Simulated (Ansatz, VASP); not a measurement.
## BiC: VASP beside Ansatz

File INCAR:

```
SYSTEM = BiC
PREC = Accurate
ENCUT = 600
EDIFF = 1E-6
ISMEAR = 0
SIGMA = 0.1
LREAL = .False.
LASPH = .True.
NELM = 60
ALGO = Normal
ISIF = 3
LWAVE = .False.
LCHARG = .False.
GGA = PE
IBRION = 2
NSW = 100
EDIFFG = -0.01
```

Contents of KPOINTS:

```
regular mesh
0
Gamma
  18 18 18
  0 0 0
```

The input POSCAR:

```
BiC
1.0
    0.0000000000      2.5705217306      2.5705217306
    2.5705217306      0.0000000000      2.5705217306
    2.5705217306      2.5705217306      0.0000000000
Bi C
1 1
Direct
    0.0000000000      0.0000000000      0.0000000000
    0.5000000000      0.5000000000      0.5000000000
```

Input for Ansatz:

```yaml
crystal:
  lattice:
    - [0.0, 2.5705217306, 2.5705217306]
    - [2.5705217306, 0.0, 2.5705217306]
    - [2.5705217306, 2.5705217306, 0.0]
  atoms:
    - { symbol: Bi, position: [0.0, 0.0, 0.0] }
    - { symbol: C, position: [0.5, 0.5, 0.5] }
basis:
  ecutwfc: 420
kpoints:
  mp_grid: { grid: [18, 18, 18] }
hamiltonian:
  xc: pbe
scf:
  occupations: { method: gaussian, width: 0.1 }
output:
  forces: true
  stress: true
  eigenvalues: true
relax:
  adjacent_minimum: "off"
  f_tol: 0.01
  max_steps: 80
  cell: { stress_tol: 0.05 }
```

Alike in both runs: task relaxation of cell and atoms; functional PBE; k mesh 18 × 18 × 18; occupations gaussian, width 0.1 eV; no spin polarisation.

```csv
,VASP,Ansatz
version,VASP 6.6.1,Ansatz 0.2.0
potentials or method,"VASP PAW PBE potentials, release 64 (Bi_d, C), cutoff 600 eV","scalar-relativistic, plane waves, PAW"
valence electrons in the cell,19,19
```

```csv
,VASP,Ansatz,Ansatz less VASP
"gap on the k mesh at the Fermi level, each at its own relaxed structure (eV)",none,none,-
relaxed volume (Å³/atom),16.96,16.93,-0.027
relaxed cell length with the largest relative difference (Å),3.633,3.631,-0.0019
```

A gap of «none» marks a metal or a gap that the smearing closes.

Spin-orbit coupling is off throughout.
